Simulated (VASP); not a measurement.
WS2: single point with PBEsol

The system is WS2.

```
CELL_PARAMETERS angstrom
1.45268 0.83871 6.16333
-1.45268 0.83871 6.16333
0.00000 -1.67741 6.16333
ATOMIC_POSITIONS crystal
W 0.00000 0.00000 0.00000
S 0.75030 0.75030 0.75030
S 0.58100 0.58100 0.58100
```

This cell differs from its parent crystal: strain -0.080 along x and y, +0.000 along z.

```
Program             : VASP 6.6.1
Task                : single point
Functional          : PBEsol
Potentials or basis : VASP PAW PBE potentials, release 64 (W_sv, S)
Cutoff              : 520 eV
k mesh              : 12 × 12 × 12
Occupations         : gaussian, width 0.05 eV
Spin                : no spin polarisation
```

```json
{"Pressure": "38.6 GPa", "Largest force": "2.805 eV/Å", "Band gap on the k mesh": "1.26 eV (least direct gap 2.36 eV)"}
```

Forces in eV/Å, atoms in the order of the input:
```
W    0.000  0.000 -0.877
S    0.000  0.000  2.805
S    0.000  0.000 -1.928
```

Stress tensor (GPa, compression positive):
```
43.72  0.00  0.00
 0.00 43.72  0.00
 0.00  0.00 28.33
```

Levels at points of the mesh, in eV from the valence-band top:
```csv
k point,band 10,band 11,band 12,band 13,band 14,band 15,band 16,band 17
"(0.00, 0.00, 0.00)",-1.90,-1.62,-1.28,-1.28,3.58,3.58,3.92,3.92
"(0.50, 0.00, 0.00)",-3.76,-2.60,-1.45,-0.69,3.32,4.23,4.46,5.24
"(0.50, 0.50, 0.00)",-3.70,-3.30,-1.09,-0.89,3.57,4.20,4.25,5.81
"(0.50, 0.50, 0.50)",-2.95,-1.26,-1.26,0.00,3.68,3.68,3.77,3.77
```

Wall time 16 min on 1 thread of Intel Xeon 8259CL, on a shared host, peak memory 0.42 GiB.

Caveat: the cell differs from its parent crystal (strain -0.080 along x and y, +0.000 along z); the stress differs along the axes, from 28 to 44 GPa; the PAW data sets were made with another functional, which shifts forces and pressure a little; spin-orbit coupling is left out, which moves the levels of the heavy elements. A k mesh can miss the band edges.
